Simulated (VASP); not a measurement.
A run of VASP 6.6.1 is set up as follows.

File INCAR:

```
ALGO = Normal
EDIFF = 1E-6
ENCUT = 520
GGA = PE
ISIF = 2
ISMEAR = -1
LASPH = T
LCHARG = T
LELF = T
LREAL = F
LVHAR = T
LWAVE = F
NBANDS = 35
NELM = 80
PREC = Accurate
SIGMA = 0.02
```

The input KPOINTS:

```
k-points
0
Gamma
  12 12 2
```

The input POSCAR:

```
WSe2
1.0
    3.2996664743      0.0000000000      0.0000000000
   -1.6498332372      2.8575949908      0.0000000000
    0.0000000000      0.0000000000     13.1486200163
W Se
2 4
Direct
    0.3333333333      0.6666666667      0.2500000000
    0.6666666667      0.3333333333      0.7500000000
    0.3333333333      0.6666666667      0.6233390951
    0.6666666667      0.3333333333      0.1233390951
    0.3333333333      0.6666666667      0.8766609049
    0.6666666667      0.3333333333      0.3766609049
```

Potentials or basis: VASP PAW PBE potentials, release 64 (W_sv, Se).

Run with:

```console
$ cat potpaw_PBE.64/W_sv/POTCAR potpaw_PBE.64/Se/POTCAR > POTCAR
$ mpirun -np 1 vasp_std > vasp.out
```

Problem. Predict the pressure.

Solution. 3.7 GPa.

Problem. Predict the band gap on the k mesh.

Solution. 1.04 eV, indirect (least direct gap 1.49 eV).

Problem. Predict the largest force.

Solution. 0.325 eV/Å.

Forces on the atoms (eV/Å):
```
W    0.000  0.000  0.000
W    0.000  0.000  0.000
Se   0.000  0.000 -0.325
Se   0.000  0.000 -0.325
Se   0.000  0.000  0.325
Se   0.000  0.000  0.325
```

Caveat: spin-orbit coupling is left out, which moves the levels of the heavy elements; this functional lacks dispersion, which binds the layers, so the pressure and a relaxed spacing across them are unreliable. A k mesh can miss the band edges.
